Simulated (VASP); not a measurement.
Here is a VASP 6.6.1 calculation.

INCAR

```
  ALGO = Normal
  EDIFF = 1E-6
  ENCUT = 520
  GGA = PE
  ISIF = 2
  ISMEAR = 0
  LASPH = True
  LCHARG = False
  LREAL = False
  LWAVE = False
  NBANDS = 41
  NELM = 100
  PREC = Accurate
  SIGMA = 0.1
```

Contents of KPOINTS:

```
k-points
0
Gamma
  6 6 1
```

Contents of POSCAR:

```
Mg5CdSe6
1.0
    4.0340707300      0.0000000000      0.0000000000
   -2.0170353600      3.4936077300      0.0000000000
    0.0000000000      0.0000000000     19.7628297400
Mg Cd Se
5 1 6
Direct
    0.0000000000      0.0000000000      0.0000000000
    0.6666666700      0.3333333300      0.1666666700
    0.3333333300      0.6666666700      0.3333333300
    0.0000000000      0.0000000000      0.5000000000
    0.3333333300      0.6666666700      0.8333333300
    0.6666666700      0.3333333300      0.6666666700
    0.0000000000      0.0000000000      0.1250000000
    0.6666666700      0.3333333300      0.2916666700
    0.3333333300      0.6666666700      0.4583333300
    0.0000000000      0.0000000000      0.6250000000
    0.6666666700      0.3333333300      0.7916666700
    0.3333333300      0.6666666700      0.9583333300
```

Potentials or basis: VASP PAW PBE potentials, release 64 (Mg, Cd, Se).

Launch:

```sh
$ cat potpaw_PBE.64/Mg/POTCAR potpaw_PBE.64/Cd/POTCAR potpaw_PBE.64/Se/POTCAR > POTCAR
$ mpirun -np 1 vasp_std > vasp.out
```

Q: Predict the largest force.

A: 0.996 eV/Å.

Q: Predict the pressure.

A: 11.0 GPa.

Q: What does it give for the band gap on the k mesh?

A: 2.21 eV.

Forces on the atoms (eV/Å):
```
Mg   0.000  0.000  0.000
Mg   0.000  0.000 -0.001
Mg   0.000  0.000 -0.001
Mg   0.000  0.000 -0.009
Mg   0.000  0.000 -0.011
Cd   0.000  0.000  0.003
Se   0.000  0.000  0.001
Se   0.000  0.000  0.001
Se   0.000  0.000  0.022
Se   0.000  0.000 -0.996
Se   0.000  0.000  0.987
Se   0.000  0.000  0.005
```

Caveat: the cell stands under pressure; an odd mesh through Γ misses points on the zone boundary, where band edges can lie.
